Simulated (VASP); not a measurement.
Set up this calculation in VASP 6.6.1, as the native input.

- Task: single point
- Functional: PBEsol
- Potentials or basis: VASP PAW PBE potentials, release 64 (Cd_sv_GW, F)
- Cutoff: 600 eV
- k mesh: 8 × 8 × 8
- Occupations: gaussian, width 0.02 eV
- Spin: no spin polarisation
- Dipole correction: no
- Second run: valence_matched
- Further INCAR settings: ALGO = Normal; EDIFF = 1e-06; NBANDS = 24

The structure of CdF2 lies in POSCAR:

```
CdF2
1.0
    0.0000000000      2.5159535400      2.5159535400
    2.7314735400     -0.2155200000      2.7314735400
    2.5159535400      2.5159535400      0.0000000000
Cd F
1 2
Direct
   -0.0045374556      0.0136123669     -0.0045374556
    0.2520247248      0.2439258255      0.2520247248
    0.7525127308      0.7424618076      0.7525127308
```

This cell differs from its parent crystal: strained and its atoms moved.

One way to write it, as run:

INCAR

```
  PREC = Accurate
  ENCUT = 600
  EDIFF = 1E-6
  ISMEAR = 0
  SIGMA = 0.02
  LREAL = False
  LASPH = True
  NELM = 120
  ALGO = Normal
  ISIF = 2
  LWAVE = False
  LCHARG = False
  GGA = PS
  NBANDS = 24
  GGA_COMPAT = False
```

KPOINTS

```
regular mesh
0
Gamma
  8 8 8
```

Potentials or basis: VASP PAW PBE potentials, release 64 (Cd_sv_GW, F).

Run with:

```sh
$ cat potpaw_PBE.64/Cd_sv_GW/POTCAR potpaw_PBE.64/F/POTCAR > POTCAR
$ mpirun -np 1 vasp_std > vasp.out
```

It gave:

```
Pressure               : 12.4 GPa
Largest force          : 0.553 eV/Å
Band gap on the k mesh : 3.22 eV, indirect (least direct gap 3.44 eV)
```

Caveat: the cell differs from its parent crystal (strained and its atoms moved); the PAW data sets were made with another functional, which shifts forces and pressure a little.

Wall time 28 s on 1 thread of Intel(R) Xeon(R) 6975P-C (Granite Rapids) (shared host), peak memory 0.22 GiB.
